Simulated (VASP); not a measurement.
# Sr (Fm-3m) in VASP: a series of runs

Sr is run at these levels: PBEsol; tasks: density of states.

Program: VASP 6.6.1. These are calculated values, not measurements. Logs are shortened: lines on timing, memory, paths and dates and some standing lists are left out, and cuts for length are marked.

## (1) The cell of the first run

The structure is cubic, space group Fm-3m (No. 225). The conventional cell has a = 4.538 Å, b = 4.538 Å, c = 4.538 Å, α = 90.00°, β = 90.00°, γ = 90.00°. Within 4.2 Å of Sr (site symmetry m-3m) lie 12 Sr at 3.21 Å.

## (2) Density of states, PBEsol (volume scaled by 0.45)

Input file POSCAR:

```
Sr
1.0
    0.0000000000      2.2687939174      2.2687939174
    2.2687939174      0.0000000000      2.2687939174
    2.2687939174      2.2687939174      0.0000000000
Sr
1
Direct
    0.0000000000      0.0000000000      0.0000000000
```

Input file INCAR.step1:

```
SYSTEM = Sr
PREC = Accurate
ENCUT = 520
EDIFF = 1E-7
ISMEAR = -1
SIGMA = 0.05
LREAL = .False.
LASPH = .True.
NELM = 100
ALGO = Normal
ISIF = 2
LWAVE = .False.
LCHARG = .True.
GGA = PS
NBANDS = 11
```

Input file KPOINTS.step1:

```
Automatic mesh
0
Gamma
  11 11 11
  0 0 0
```

Input file INCAR.step2:

```
SYSTEM = Sr
PREC = Accurate
ENCUT = 520
EDIFF = 1E-7
ISMEAR = -5
SIGMA = 0.05
LREAL = .False.
LASPH = .True.
NELM = 100
ALGO = Normal
ISIF = 2
LWAVE = .False.
LCHARG = .False.
GGA = PS
LORBIT = 11
NEDOS = 1001
ICHARG = 11
```

Input file KPOINTS.step2:

```
Automatic mesh
0
Gamma
  17 17 17
  0 0 0
```

Potentials or basis: VASP PAW PBE potentials, release 64 (Sr_sv).

Launch:

```console
$ cat potpaw_PBE.64/Sr_sv/POTCAR > POTCAR
$ cp INCAR.step1 INCAR
$ cp KPOINTS.step1 KPOINTS
$ mpirun -np 1 vasp_std > vasp.out
$ cp INCAR.step2 INCAR
$ cp KPOINTS.step2 KPOINTS
$ mpirun -np 1 vasp_std > vasp.out
```

OUTCAR:

```text
SYSTEM = Sr
   PREC = Accurate
   ENCUT = 520
   EDIFF = 1E-7
   ISMEAR = -5
   LREAL = .False.
   LASPH = .True.
   NELM = 100
   ISIF = 2
   GGA = PS
   LORBIT = 11
   ICHARG = 11

 ion  position               nearest neighbor table
   1  0.000  0.000  0.000-

  LATTYP: Found a face centered cubic cell.
 ALAT       =     4.5375878348

  Lattice vectors:

 A1 = (   0.0000000000,   2.2687939174,   2.2687939174)
 A2 = (   2.2687939174,   0.0000000000,   2.2687939174)
 A3 = (   2.2687939174,   2.2687939174,   0.0000000000)

Analysis of symmetry for initial positions (statically):
=====================================================================
 Subroutine PRICEL returns:
 Original cell was already a primitive cell.

 Routine SETGRP: Setting up the symmetry group for a
 face centered cubic supercell.

 Subroutine GETGRP returns: Found 48 space group operations
 (whereof 48 operations were pure point group operations)
 out of a pool of 48 trial point group operations.

The static configuration has the point symmetry O_h .

Analysis of symmetry for dynamics (positions and initial velocities):
=====================================================================
 Subroutine PRICEL returns:
 Original cell was already a primitive cell.

 Routine SETGRP: Setting up the symmetry group for a
 face centered cubic supercell.

 Subroutine GETGRP returns: Found 48 space group operations
 (whereof 48 operations were pure point group operations)
 out of a pool of 48 trial point group operations.

The dynamic configuration has the point symmetry O_h .

 Subroutine INISYM returns: Found 48 space group operations
 (whereof 48 operations are pure point group operations),
 and found     1 'primitive' translations

----------------------------------------------------------------------------------------

                                     Primitive cell

  volume of cell :      23.3569

  direct lattice vectors                    reciprocal lattice vectors
     0.000000000  2.268793917  2.268793917    -0.220381409  0.220381409  0.220381409
     2.268793917  0.000000000  2.268793917     0.220381409 -0.220381409  0.220381409
     2.268793917  2.268793917  0.000000000     0.220381409  0.220381409 -0.220381409

  length of vectors
     3.208559128  3.208559128  3.208559128     0.381711797  0.381711797  0.381711797

  position of ions in fractional coordinates (direct lattice)
     0.000000000  0.000000000  0.000000000

  ion indices of the primitive-cell ions
   primitive index   ion index
                 1           1

----------------------------------------------------------------------------------------

 KPOINTS: Automatic mesh

Automatic generation of k-mesh.
 Grid dimensions read from file:
 generate k-points for:   17   17   17

 Generating k-lattice:

  Cartesian coordinates                     Fractional coordinates (reciprocal lattice)
    -0.012963612  0.012963612  0.012963612     0.058823529  0.000000000  0.000000000
     0.012963612 -0.012963612  0.012963612     0.000000000  0.058823529  0.000000000
     0.012963612  0.012963612 -0.012963612     0.000000000  0.000000000  0.058823529

  Length of vectors
     0.022453635  0.022453635  0.022453635

  Shift w.r.t. Gamma in fractional coordinates (k-lattice)
     0.000000000  0.000000000  0.000000000

 TETIRR: Found    693 inequivalent tetrahedra from    29478

 Subroutine IBZKPT returns following result:
 ===========================================

 Found    165 irreducible k-points:

 Following reciprocal coordinates:
            Coordinates               Weight
  0.000000  0.000000  0.000000      1.000000
  0.058824  0.000000  0.000000      8.000000
  0.117647  0.000000  0.000000      8.000000
  0.176471  0.000000  0.000000      8.000000
  0.235294  0.000000  0.000000      8.000000
  0.294118  0.000000  0.000000      8.000000
[... 16 lines left out ...]
 -0.176471  0.058824  0.000000     24.000000
 -0.117647  0.058824  0.000000     24.000000
 [... further k-points ...]
   k-points           NKPTS =    165   k-points in BZ     NKDIM =    165   number of bands    NBANDS=      9
   number of dos      NEDOS =   1001   number of ions     NIONS =      1
   total plane-waves  NPLWV =  13824
   dimension x,y,z NGX =    24 NGY =   24 NGZ =   24
   dimension x,y,z NGXF=    48 NGYF=   48 NGZF=   48
   ions per type =               1
   NGX,Y,Z   is equivalent  to a cutoff of  12.44, 12.44, 12.44 a.u.
   NGXF,Y,Z  is equivalent  to a cutoff of  24.87, 24.87, 24.87 a.u.
 SYSTEM =  Sr
   PREC   = accura    normal or accurate (medium, high low for compatibility)
   ISTART =      0    job   : 0-new  1-cont  2-samecut
   ICHARG =     11    charge: 1-file 2-atom 10-const
   ISPIN  =      1    spin polarized calculation?
   LNONCOLLINEAR =      F non collinear calculations
   LSORBIT =      F    spin-orbit coupling
   LASPH  =      T    aspherical Exc in radial PAW
   ENCUT  =  520.0 eV  38.22 Ry    6.18 a.u.   5.97  5.97  5.97*2*pi/ulx,y,z
   NELM   =    100;   NELMIN=  2; NELMDL=  0     # of ELM steps
   EDIFF  = 0.1E-06   stopping-criterion for ELM
   LREAL  =      F    real-space projection
   EDIFFG = 0.1E-05   stopping-criterion for IOM
   NSW    =      0    number of steps for IOM
   IBRION =     -1    ionic relax: 0-MD 1-quasi-New 2-CG
   NFREE  =      0    steps in history (QN), initial steepest desc. (CG)
   ISIF   =      2    stress and relaxation
   ISYM   =      2    0-nonsym 1-usesym 2-fastsym
   POTIM  = 0.5000    time-step for ionic-motion
   TEBEG  =    0.0;   TEEND  =   0.0 temperature during run
   PSTRESS=    0.0 pullay stress
   NELECT =      10.0000    total number of electrons
   NUPDOWN=      -1.0000    fix difference up-down
   EMIN   =  10.00;   EMAX   =-10.00  energy-range for DOS
   EFERMI =   0.00;   METHOD = LEGACY
   ISMEAR =    -5;   SIGMA  =   0.05  broadening in eV -4-tet -1-fermi 0-gaus
   EFERMI_NEDOS =   21; number of points for ismear=-14 and -15
   IALGO  =     38    algorithm
   IMIX   =      4    mixing-type and parameters
     AMIX     =   0.40;   BMIX     =  1.00
     AMIX_MAG =   1.60;   BMIX_MAG =  1.00
  volume/ion in A,a.u.               =      23.36       157.62
  Fermi-wavevector in a.u.,A,eV,Ry     =   1.233871  2.331678 20.714024  1.522438
  Thomas-Fermi vector in A             =   2.368584
   LORBIT       =     11    0 simple, 1 ext, 2 COOP (PROOUT), +10 PAW based schemes
   GGA     = PS    functional components
   LHFCALC =     F    Hartree Fock is set to
   AEXX    =    0.0000 exact exchange contribution
   IVDW    =     0    specifies the selected vdW correction
   LEPSILON=     F    determine dielectric tensor
   LRPA    =     F    only Hartree local field effects (RPA)
 non-spin polarized calculation
 Fermi weights with tetrahedron method with Bloechl corrections
  energy-cutoff  :      520.00
  volume of cell :       23.36
 maximum number of plane-waves:       644

 number of electron      10.0000000 magnetization

 Free energy of the ion-electron system (eV)
  ---------------------------------------------------
  ext. energy  EPLUGINS =         0.00000000
  ---------------------------------------------------
  free energy    TOTEN  =        -0.19555842 eV

  energy without entropy =       -0.19555842  energy(sigma->0) =       -0.19555842

 E-fermi :   5.3043     XC(G=0): -10.6799

 val. band max:        5.3933849207   @ k =  -0.1765   0.2941   0.1176
 cond. band min:       5.3580883828   @ k =  -0.2353   0.2353   0.0588
 fundamental gap:     -0.0352965379
 Fermi energy:         5.3043422951

 k-point     1 :       0.0000    0.0000    0.0000
  band No.  band energies     occupation
      1     -30.2673      2.00000
      2     -10.9997      2.00000
      3     -10.9997      2.00000
      4     -10.9997      2.00000
      5       1.5564      2.00000
      6       8.6134      0.00000
      7       8.6134      0.00000
      8       8.6134      0.00000
      9      12.1662      0.00000

 k-point     2 :       0.0588    0.0000    0.0000
  band No.  band energies     occupation
      1     -30.2522      2.00000
      2     -11.1051      2.00000
      3     -11.0105      2.00000
      4     -11.0105      2.00000
      5       1.7120      2.00000
      6       8.4345      0.00000
      7       8.6837      0.00000
      8       8.6837      0.00000
      9      12.0432      0.00000

 k-point     3 :       0.1176    0.0000    0.0000
  band No.  band energies     occupation
      1     -30.2083      2.00000
      2     -11.3968      2.00000
      3     -11.0412      2.00000
      4     -11.0412      2.00000
      5       2.1420      2.00000
      6       8.0192      0.00000
      7       8.8614      0.00000
      8       8.8614      0.00000
      9      11.7751      0.00000

 k-point     4 :       0.1765    0.0000    0.0000
  band No.  band energies     occupation
      1     -30.1410      2.00000
      2     -11.8141      2.00000
      3     -11.0872      2.00000
      4     -11.0872      2.00000
      5       2.7392      2.00000
      6       7.5989      0.00000
      7       9.0281      0.00000
      8       9.0281      0.00000
      9      11.6082      0.00000
[... 205 lines left out ...]
 k-point    22 :      -0.2353    0.0588    0.0000
  band No.  band energies     occupation
      1     -30.0186      2.00000
      2     -12.4452      2.00000
      3     -11.2642      2.00000
      4     -11.1289      2.00000
      5       3.6189      2.00000
      6       7.2870      0.00000
      7       8.8276      0.00000
      8       9.0563      0.00000
      9      11.3431      0.00000

 k-point    23 :      -0.1765    0.0588    0.0000
  band No.  band energies     occupation
      1     -30.1032      2.00000
      2     -11.9892      2.00000
      3     -11.1993      2.00000
      4     -11.0752      2.00000
      5       3.0676      2.00000
      6       7.3820      0.00000
      7       9.0083      0.00000
      8       9.1539      0.00000
      9      11.0286      0.00000

 k-point    24 :      -0.1176    0.0588    0.0000
  band No.  band energies     occupation
      1     -30.1758      2.00000
      2     -11.5666      2.00000
      3     -11.1318      2.00000
      4     -11.0339      2.00000
      5       2.4522      2.00000
      6       7.7380      0.00000
      7       8.9867      0.00000
      8       8.9903      0.00000
      9      11.2217      0.00000

 [... further k-points ...]
[... 5 lines left out ...]
  --------------------------------------------------------------------------------------
  -------------------------------------------------------------------------------------
  Total        4.4239447      4.4239447      4.4239447      0.0000000      0.0000000     -0.0000000
  in kB      303.4625707    303.4625707    303.4625707      0.0000000      0.0000000     -0.0000000
  external PRESSURE =     303.4625707 kB  Pullay stress =       0.0000000 kB

 VOLUME and BASIS-vectors are now :
 -----------------------------------------------------------------------------
  energy-cutoff  :      520.00
  volume of cell :       23.36
      direct lattice vectors                 reciprocal lattice vectors
     0.000000000  2.268793917  2.268793917    -0.220381409  0.220381409  0.220381409
     2.268793917  0.000000000  2.268793917     0.220381409 -0.220381409  0.220381409
     2.268793917  2.268793917  0.000000000     0.220381409  0.220381409 -0.220381409

 POSITION                                       TOTAL-FORCE (eV/Angst)
 -----------------------------------------------------------------------------------
      0.00000      0.00000      0.00000         0.000000     -0.000000      0.000000
 -----------------------------------------------------------------------------------
    total drift:                                0.000000      0.000000      0.000000

  FREE ENERGIE OF THE ION-ELECTRON SYSTEM (eV)
  ---------------------------------------------------
  free  energy   TOTEN  =        -0.1955584233 eV

  energy  without entropy=       -0.1955584233  energy(sigma->0) =       -0.19555842

 total charge

# of ion       s       p       d       tot
------------------------------------------
    1        2.123   5.637   0.568   8.327
```

It took 24 s on 1 thread of Intel Xeon Platinum 8259CL at 2.50GHz (Skylake/Cascade Lake), shared host; peak memory 0.16 GiB.

Results:

| Quantity | Value |
| --- | --- |
| Valence electrons inside the program's atomic spheres | Sr 8.33 |

Levels at points of the mesh, in eV from the Fermi level:
```
           k point  band 1  band 2  band 3  band 4  band 5  band 6  band 7  band 8  band 9
(0.00, 0.00, 0.00)  -35.57  -16.30  -16.30  -16.30   -3.75    3.31    3.31    3.31    6.86
```

Caveat: the cell differs from its parent crystal (volume scaled by 0.45); the PAW data sets were made with another functional, which shifts forces and pressure a little; tetrahedron occupations give inexact forces and stress in metals.

## (3) Density of states, PBEsol (volume scaled by 0.52)

Input file POSCAR:

```
Sr
1.0
    0.0000000000      2.3808132222      2.3808132222
    2.3808132222      0.0000000000      2.3808132222
    2.3808132222      2.3808132222      0.0000000000
Sr
1
Direct
    0.0000000000      0.0000000000      0.0000000000
```

Input file INCAR.step1:

```
  PREC = Accurate
  ENCUT = 520
  EDIFF = 1E-6
  ISMEAR = -1
  SIGMA = 0.05
  LREAL = F
  LASPH = T
  NELM = 60
  ALGO = Normal
  ISIF = 2
  LWAVE = F
  LCHARG = T
  GGA = PS
  NBANDS = 11
```

Input file KPOINTS.step1:

```
Automatic mesh
0
Gamma
  11 11 11
```

Input file INCAR.step2:

```
  PREC = Accurate
  ENCUT = 520
  EDIFF = 1E-6
  ISMEAR = -5
  SIGMA = 0.05
  LREAL = F
  LASPH = T
  NELM = 60
  ALGO = Normal
  ISIF = 2
  LWAVE = F
  LCHARG = F
  GGA = PS
  LORBIT = 11
  NBANDS = 11
  NEDOS = 2001
  ICHARG = 11
```

Input file KPOINTS.step2:

```
Automatic mesh
0
Gamma
  17 17 17
```

Potentials or basis: VASP PAW PBE potentials, release 64 (Sr_sv).

Launch:

```console
$ cat potpaw_PBE.64/Sr_sv/POTCAR > POTCAR
$ cp INCAR.step1 INCAR
$ cp KPOINTS.step1 KPOINTS
$ mpirun -np 1 vasp_std > vasp.out
$ cp INCAR.step2 INCAR
$ cp KPOINTS.step2 KPOINTS
$ mpirun -np 1 vasp_std > vasp.out
```

It took 48 s on 1 thread of Intel Xeon Platinum 8259CL at 2.50GHz (Skylake/Cascade Lake), shared host; peak memory 0.18 GiB.

It converged, with:

- Valence electrons inside the program's atomic spheres: Sr 8.20

Levels at points of the mesh, in eV from the Fermi level:
| k point | band 2 | band 3 | band 4 | band 5 | band 6 | band 7 | band 8 | band 9 |
| --- | --- | --- | --- | --- | --- | --- | --- | --- |
| (0.00, 0.00, 0.00) | -16.70 | -16.70 | -16.70 | -4.01 | 3.17 | 3.17 | 3.17 | 6.25 |

Caveat: the cell differs from its parent crystal (volume scaled by 0.52); the PAW data sets were made with another functional, which shifts forces and pressure a little; tetrahedron occupations give inexact forces and stress in metals.

## (4) Density of states, PBEsol

This run uses another cell than the first one, of 51.90 Å³/atom, 2.222 times its volume.

Input file POSCAR:

```
Sr
1.0
    0.0000000000      2.9606759639      2.9606759639
    2.9606759639      0.0000000000      2.9606759639
    2.9606759639      2.9606759639      0.0000000000
Sr
1
Direct
    0.0000000000      0.0000000000      0.0000000000
```

Input file INCAR.step1:

```
PREC = Accurate ; ENCUT = 520
EDIFF = 1E-6 ; ISMEAR = -1
SIGMA = 0.05 ; LREAL = False
LASPH = True ; NELM = 60
ALGO = Normal ; ISIF = 2
LWAVE = False ; LCHARG = True
GGA = PS ; NBANDS = 11
```

KPOINTS.step1 is that of step 3.

Input file INCAR.step2:

```
PREC = Accurate ; ENCUT = 520
EDIFF = 1E-6 ; ISMEAR = -5
SIGMA = 0.05 ; LREAL = False
LASPH = True ; NELM = 60
ALGO = Normal ; ISIF = 2
LWAVE = False ; LCHARG = False
GGA = PS ; LORBIT = 11
NBANDS = 11 ; NEDOS = 1001
ICHARG = 11
```

KPOINTS.step2 is that of step 3.

Launch:

```console
$ cat potpaw_PBE.64/Sr_sv/POTCAR > POTCAR
$ cp INCAR.step1 INCAR
$ cp KPOINTS.step1 KPOINTS
$ mpirun -np 1 vasp_std > vasp.out
$ cp INCAR.step2 INCAR
$ cp KPOINTS.step2 KPOINTS
$ mpirun -np 1 vasp_std > vasp.out
```

It took 64 s on 1 thread of Intel Xeon Platinum 8259CL at 2.50GHz (Skylake/Cascade Lake), shared host; peak memory 0.23 GiB.

It converged, with:

| Property | Result |
| --- | --- |
| Valence electrons inside the program's atomic spheres | Sr 7.90 |

Levels at points of the mesh, in eV from the valence-band top:
| k point | band 2 | band 3 | band 4 | band 5 | band 6 | band 7 | band 8 | band 9 |
| --- | --- | --- | --- | --- | --- | --- | --- | --- |
| (0.00, 0.00, 0.00) | -18.34 | -18.34 | -18.34 | -3.77 | 2.37 | 2.37 | 2.37 | 3.94 |

Caveat: the PAW data sets were made with another functional, which shifts forces and pressure a little.
